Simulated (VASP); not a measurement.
Input of a VASP 6.6.1 run:

The input INCAR:

```
SYSTEM = SnO2
ALGO = Normal
EDIFF = 1E-6
ENCUT = 520
GGA = PE
ISIF = 2
ISMEAR = 0
IVDW = 12
LASPH = .True.
LCHARG = .False.
LREAL = .False.
LWAVE = .False.
NBANDS = 35
NELM = 60
PREC = Accurate
SIGMA = 0.05
```

KPOINTS

```
k-points
0
Gamma
  12 12 4
  0 0 0
```

File POSCAR:

```
SnO2
1.0
    3.2112908149      0.0000000000      0.0000000000
   -1.6056454074      2.7810594246      0.0000000000
    0.0000000000      0.0000000000     10.3366770592
Sn O
2 4
Direct
   -0.1024997539     -0.0750350276      0.5000000000
    0.1024997539      0.0750350276      0.0000000000
    0.5628784609      0.2573550935      0.4018520904
    0.7704548724      0.4093115732      0.0981479096
    0.2295451276      0.5906884268      0.5981479096
    0.4371215391      0.7426449065      0.9018520904
```

Potentials or basis: VASP PAW PBE potentials, release 64 (Sn_d, O).

Command:

```console
$ cat potpaw_PBE.64/Sn_d/POTCAR potpaw_PBE.64/O/POTCAR > POTCAR
$ mpirun -np 1 vasp_std > vasp.out
```

Question: Predict the largest force.

Answer: 0.074 eV/Å.

Question: Estimate the band gap on the k mesh.

Answer: 2.10 eV (least direct gap 2.45 eV).

Forces in eV/Å, atoms in the order of the input:
```
Sn  -0.041 -0.040  0.001
Sn   0.041  0.040  0.001
O   -0.002  0.000 -0.073
O   -0.002  0.000  0.072
O    0.002  0.000  0.072
O    0.002  0.000 -0.073
```

Caveat: the cell differs from its parent crystal (atoms displaced along several vibrational modes); spin-orbit coupling is left out, which moves the levels of the heavy elements. A k mesh can miss the band edges.
